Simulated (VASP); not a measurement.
A run of VASP 6.6.1 is set up as follows.

File INCAR:

```
SYSTEM = GaP
AGGAC = 1.0
AGGAX = 1.0
ALDAC = 0.0
ALDAX = 1.0
ALGO = Normal
EDIFF = 1E-6
ENCUT = 500
GGA = B5
GGA_COMPAT = .FALSE.
ISIF = 2
ISMEAR = 0
LASPH = .TRUE.
LCHARG = .FALSE.
LREAL = .FALSE.
LWAVE = .FALSE.
NBANDS = 26
NELM = 120
PREC = Accurate
SIGMA = 0.01
```

The input KPOINTS:

```
k-points
0
G
  3 3 3
  0 0 0
```

Contents of POSCAR:

```
GaP
1.0
    1.9430150000      1.1218000000      6.4308100000
   -1.9430150000      1.1218000000      6.4308100000
    0.0000000000     -2.2436010000      6.4308100000
Ga P
2 2
Direct
    0.4353720000      0.4353720000      0.4353720000
    0.5646280000      0.5646280000      0.5646280000
    0.0573890000      0.0573890000      0.0573890000
    0.9426110000      0.9426110000      0.9426110000
```

Potentials or basis: VASP PAW PBE potentials, release 64 (Ga_d, P).

Launch:

```console
$ cat potpaw_PBE.64/Ga_d/POTCAR potpaw_PBE.64/P/POTCAR > POTCAR
$ mpirun -np 1 vasp_std > vasp.out
```

Question: Predict the pressure.

Answer: 4.4 GPa.

Question: Predict the largest force.

Answer: 0.135 eV/Å.

Forces in eV/Å, atoms in the order of the input:
```
Ga   0.000  0.000  0.135
Ga   0.000  0.000 -0.135
P    0.000  0.000 -0.034
P    0.000  0.000  0.034
```

Caveat: the k points lie up to 0.63 Å⁻¹ apart; the PAW data sets were made with another functional, which shifts forces and pressure a little.
